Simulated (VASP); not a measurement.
**SnO: single point with PBE**

The system is SnO.

```
Sn O
1.0
     3.81370    0.00000    0.00000
     0.00000    3.81370    0.00000
     0.00000    0.00000    4.88691
Sn O
2 2
Direct
  0.50000 0.00000 0.76463
  0.00000 0.50000 0.23537
  0.00000 0.00000 0.00000
  0.50000 0.50000 0.00000
```

```yaml
Program: VASP 6.6.1
Task: single point
Functional: PBE
Potentials_or_basis: VASP PAW PBE potentials, release 64 (Sn_d, O)
Cutoff: 520 eV
k_mesh: 7 × 7 × 6
Occupations: gaussian, width 0.025 eV
Spin: no spin polarisation
Dipole_correction: no
Further_INCAR_settings: ALGO = Normal; EDIFF = 1e-06; NBANDS = 28
```

```
Pressure               : 3.8 GPa
Largest force          : 0.455 eV/Å
Band gap on the k mesh : 0.38 eV, indirect (least direct gap 2.05 eV)
```

Forces on the atoms (eV/Å):
```
Sn   0.000  0.000 -0.455
Sn   0.000  0.000  0.455
O    0.000  0.000  0.000
O    0.000  0.000  0.000
```

Stress tensor (GPa, compression positive):
```
4.14 0.00 0.00
0.00 4.14 0.00
0.00 0.00 3.22
```

Levels at points of the mesh, in eV from the valence-band top:
| k point | band 16 | band 17 | band 18 | band 19 | band 20 | band 21 | band 22 | band 23 | band 24 | band 25 |
| --- | --- | --- | --- | --- | --- | --- | --- | --- | --- | --- |
| (0.00, 0.00, 0.00) | -6.25 | -3.47 | -3.18 | -3.18 | 0.00 | 2.05 | 4.27 | 4.74 | 4.74 | 5.67 |
| (0.00, 0.00, 0.50) | -3.53 | -3.20 | -3.19 | -3.19 | -2.21 | 1.68 | 3.03 | 3.03 | 3.70 | 7.84 |

It took 28 s on 1 thread of Intel(R) Xeon(R) 6975P-C (Granite Rapids), with other jobs on the host, peak memory 0.2 GiB.

Caveat: spin-orbit coupling is left out, which moves the levels of the heavy elements. A k mesh can miss the band edges.
